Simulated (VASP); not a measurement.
Input of a VASP 6.6.1 run:

The input INCAR:

```
SYSTEM = Ba2H
PREC     = Accurate       ! precision mode
ENCUT    = 520            ! plane-wave cutoff, eV
EDIFF    = 1E-6           ! SCF threshold, eV
ISMEAR   = 0              ! smearing method
SIGMA    = 0.1            ! smearing width, eV
LREAL    = .False.        ! projectors in reciprocal space
LASPH    = .True.         ! aspherical terms in the spheres
NELM     = 80             ! most SCF steps
ALGO     = Normal         ! electronic algorithm
ISIF     = 2              ! what is computed and relaxed
LWAVE    = .False.        ! write WAVECAR
LCHARG   = .True.         ! write CHGCAR
GGA      = PS             ! functional
LELF     = .True.         ! ELF
LVHAR    = .True.       
NBANDS   = 18             ! bands
```

File KPOINTS:

```
regular mesh
0
Gamma
  12 12 6
  0 0 0
```

The input POSCAR:

```
Ba2H
1.0
    4.1866988452      0.0000000000      0.0000000000
   -2.0933494226      3.6257875580      0.0000000000
    0.0000000000      0.0000000000      6.8176786248
Ba H
2 1
Direct
    0.6666666667      0.3333333333      0.7974263869
    0.3333333333      0.6666666667      0.2585736130
    0.0000000000      0.0000000000      0.0280000000
```

Potentials or basis: VASP PAW PBE potentials, release 64 (Ba_sv, H).

Run with:

```console
$ cat potpaw_PBE.64/Ba_sv/POTCAR potpaw_PBE.64/H/POTCAR > POTCAR
$ mpirun -np 1 vasp_std > vasp.out
```

Problem. Predict the band gap on the k mesh.

Solution. Zero (an odd number of electrons rules out a gap without spin polarisation).

Problem. What does it give for the largest force?

Solution. 0.059 eV/Å.

Problem. What does it give for the pressure?

Solution. 0.3 GPa.

Forces in eV/Å, atoms in the order of the input:
```
Ba   0.000  0.000 -0.059
Ba   0.000  0.000  0.059
H    0.000  0.000  0.000
```

Caveat: the PAW data sets were made with another functional, which shifts forces and pressure a little; spin-orbit coupling is left out, which moves the levels of the heavy elements.
